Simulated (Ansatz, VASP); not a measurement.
## One calculation of ZnAu, two programs

INCAR

```
SYSTEM = ZnAu
PREC = Accurate ; ENCUT = 520
EDIFF = 1E-6 ; ISMEAR = -1
SIGMA = 0.05 ; LREAL = .False.
LASPH = .True. ; NELM = 80
ALGO = Normal ; ISIF = 2
LWAVE = .False. ; LCHARG = .True.
GGA = CA ; LELF = .True.
LVHAR = .True. ; NBANDS = 18
```

File KPOINTS:

```
Automatic mesh
0
Gamma
  5 5 5
  0 0 0
```

The input POSCAR:

```
ZnAu
1.0
    3.1470000000      0.0000000000      0.0000000000
    0.0000000000      3.1470000000      0.0000000000
    0.0000000000      0.0000000000      3.1470000000
Au Zn
1 1
Direct
    0.0000000000      0.0000000000      0.0000000000
    0.5000000000      0.5000000000      0.5000000000
```

The input input.yaml:

```yaml
crystal:
  lattice:
    - [3.147, 0.0, 0.0]
    - [0.0, 3.147, 0.0]
    - [0.0, 0.0, 3.147]
  atoms:
    - { symbol: Au, position: [0.0, 0.0, 0.0] }
    - { symbol: Zn, position: [0.5, 0.5, 0.5] }
hamiltonian:
  xc: lda
  pseudopotentials: { kind: paw }
kpoints:
  mp_grid: { grid: [5, 5, 5] }
  band_path:
    path:
      - [[0.0, 0.0, 0.0], [0.0, 0.5, 0.0], [0.5, 0.5, 0.0], [0.0, 0.0, 0.0], [0.5, 0.5, 0.5], [0.0, 0.5, 0.0]]
      - [[0.5, 0.5, 0.0], [0.5, 0.5, 0.5]]
    npoints: 14
scf:
  occupations: { method: fermi_dirac, width: 0.05 }
  n_extra_bands: 6
output:
  forces: true
  stress: true
  eigenvalues: true
  fatbands: true
```

Alike in both runs: functional LDA; k mesh 5 × 5 × 5; occupations fermi-dirac, width 0.05 eV; no spin polarisation.

|  | VASP | Ansatz |
| --- | --- | --- |
| version | VASP 6.6.1 | Ansatz 0.2.0 |
| potentials or method | VASP PAW LDA potentials, release 64 (Au, Zn) | Ansatz PAW |
| plane-wave cutoff (eV) | 520 | 420 |
| valence electrons in the cell | 23 | 31 |
| task | single point | band structure |

|  | VASP | Ansatz | Ansatz less VASP |
| --- | --- | --- | --- |
| gap on the k mesh at the Fermi level (eV) | none | none | - |
| pressure (GPa) | -5.7 | -6.3 | -0.58 |

LDA's correlation is that of Perdew and Zunger in VASP and of Perdew and Wang (1992) in Ansatz. A gap of «none» marks a metal or a gap that the smearing closes. VASP's potentials hold 23 valence electrons a cell and Ansatz's 31, so a difference there can come from the potentials and not from the codes.

The k mesh is coarse, so the values compare programs but aren't converged. Spin-orbit coupling is off throughout.
